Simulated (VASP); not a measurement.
**LiNbBr2: single point with PBE**

The system is LiNbBr2.

```
Li Nb Br
1.0
     5.18484    0.00000    0.00000
     0.00000    5.18484    0.00000
     0.00000    0.00000    3.29557
Li Nb Br
1 1 2
Direct
  0.50000 0.50000 0.50000
  0.00000 0.00000 0.00000
  0.50000 0.00000 0.00000
  0.00000 0.50000 0.00000
```

- Program: VASP 6.6.1
- Task: single point
- Functional: PBE
- Potentials or basis: VASP PAW PBE potentials, release 64 (Li_sv, Nb_sv, Br)
- Cutoff: 520 eV
- k mesh: 10 × 10 × 14
- Occupations: gaussian, width 0.1 eV
- Spin: no spin polarisation

```
Band gap on the k mesh : zero (bands 15 and 16 overlap by 1.82 eV)
```

Levels at points of the mesh, in eV from the Fermi level:
| k point | band 12 | band 13 | band 14 | band 15 | band 16 | band 17 | band 18 | band 19 |
| --- | --- | --- | --- | --- | --- | --- | --- | --- |
| (0.00, 0.00, 0.00) | -3.44 | -2.93 | -2.27 | -1.61 | 0.08 | 0.10 | 0.71 | 0.71 |
| (0.50, 0.00, 0.00) | -3.52 | -3.17 | -2.10 | 0.05 | 0.53 | 0.73 | 1.70 | 2.22 |
| (0.50, 0.50, 0.00) | -3.49 | -3.49 | -1.97 | 0.58 | 1.70 | 1.70 | 1.74 | 1.74 |
| (0.00, 0.00, 0.50) | -4.34 | -4.34 | -1.80 | -1.80 | -1.05 | 0.34 | 0.82 | 1.35 |
| (0.50, 0.00, 0.50) | -5.46 | -5.30 | -1.63 | 0.06 | 0.36 | 0.77 | 1.82 | 2.46 |
| (0.50, 0.50, 0.50) | -6.46 | -3.83 | 0.12 | 0.12 | 0.46 | 0.79 | 1.00 | 3.40 |

It took 7.4 min on 1 thread of Intel Xeon 8259CL, on a shared host, peak memory 0.45 GiB.
